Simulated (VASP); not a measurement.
Set up this calculation in VASP 6.6.1, as the native input.

```
Task                   : relaxation of the atoms
Functional             : PBE
Dispersion             : D3(BJ)
Potentials or basis    : VASP PAW PBE potentials, release 64 (C, O, H)
Cutoff                 : 520 eV
k mesh                 : 1 × 1 × 1
Occupations            : fermi-dirac, width 0.02 eV
Spin                   : no spin polarisation
Dipole correction      : no
Further INCAR settings : LREAL = Auto; ALGO = Normal; EDIFF = 1e-06; IBRION = 2; EDIFFG = -0.3; NSW = 35
```

The structure of H6C2O lies in POSCAR:

```
H6C2O
1.0
    7.0419250000      0.0000000000      0.0000000000
    0.0000000000      7.0419250000      0.0000000000
    0.0000000000      0.0000000000      7.0419250000
C O H
8 4 24
Direct
    0.5156614000     -0.0226114000      0.8595380000
    0.5450589000      0.1508214000      0.9826436000
    0.7684012000      0.4863760000      0.5298857000
    0.5905768000      0.6009659000      0.5665707000
    0.1342621000      0.2859122000      0.5849189000
    0.0920371000      0.1290925000      0.4444811000
    0.0874809000      0.4954310000      0.0125545000
    0.1652039000      0.6954016000      0.0208647000
    0.3738283000      0.2588979000      0.9752451000
    0.4424958000      0.5183827000      0.4556329000
    0.0866876000     -0.0445198000      0.5488138000
    0.0789867000      0.7863008000      0.1801101000
    0.3914508000      0.3707340000      1.0540363000
    0.5776503000      0.1078574000      1.1291388000
    0.6660313000      0.2342493000      0.9299710000
    0.6427132000     -0.1118505000      0.8592863000
    0.3962211000     -0.1058758000      0.9128053000
    0.4844973000      0.0203662000      0.7138737000
    0.3275656000      0.5911908000      0.4783470000
    0.5549231000      0.5977101000      0.7185153000
    0.6135862000      0.7501405000      0.5267405000
    0.8878540000      0.5429203000      0.6113695000
    0.7456239000      0.3385401000      0.5706548000
    0.8042174000      0.4907898000      0.3791074000
    0.0596069000     -0.1461772000      0.4596044000
   -0.0444222000      0.1557871000      0.3735219000
    0.2024198000      0.1245452000      0.3341909000
    0.1402645000      0.4235258000      0.5132788000
    0.0238423000      0.2909474000      0.6936317000
    0.2703915000      0.2597426000      0.6543474000
    0.1281578000      0.9150121000      0.1865532000
    0.3205546000      0.6921127000      0.0358413000
    0.1322022000      0.7714397000     -0.1114155000
    0.1484883000      0.4178257000     -0.1072844000
    0.1214510000      0.4198025000      0.1435610000
   -0.0666780000      0.4990354000     -0.0035211000
```

One way to write it, as run:

INCAR

```
SYSTEM = H6C2O
ALGO     = Normal         ! electronic algorithm
EDIFF    = 1E-6           ! SCF threshold, eV
EDIFFG   = -0.3           ! ionic threshold
ENCUT    = 520            ! plane-wave cutoff, eV
GGA      = PE             ! functional
IBRION   = 2              ! ionic algorithm
ISIF     = 2              ! what is computed and relaxed
ISMEAR   = -1             ! smearing method
IVDW     = 12             ! dispersion correction
LASPH    = .True.         ! aspherical terms in the spheres
LCHARG   = .False.        ! write CHGCAR
LREAL    = Auto         
LWAVE    = .False.        ! write WAVECAR
NELM     = 60             ! most SCF steps
NSW      = 35             ! ionic steps
PREC     = Accurate       ! precision mode
SIGMA    = 0.02           ! smearing width, eV
```

KPOINTS

```
k-points
0
Gamma
  1 1 1
  0 0 0
```

Potentials or basis: VASP PAW PBE potentials, release 64 (C, O, H).

Command:

```bash
$ cat potpaw_PBE.64/C/POTCAR potpaw_PBE.64/O/POTCAR potpaw_PBE.64/H/POTCAR > POTCAR
$ mpirun -np 1 vasp_gam > vasp.out
```

Results of the run:

| Property | Result |
| --- | --- |
| Energy gained by relaxing | 25.3 meV/atom |
| Ionic steps | 31 |
| Pressure after relaxing | 0.1 GPa |
| Largest force after relaxing | 0.262 eV/Å |
| Band gap on the k mesh | 4.87 eV |
| Dispersion energy per atom | -0.040 eV |

Caveat: the k points lie up to 0.89 Å⁻¹ apart, too coarse for converged energies, forces and pressures; the relaxation stopped at a loose force limit of 0.3 eV/Å, so its end isn't a converged minimum.

Run time: 10 min on 1 thread of Intel(R) Xeon(R) 6975P-C (Granite Rapids) (shared host), peak memory 0.41 GiB.
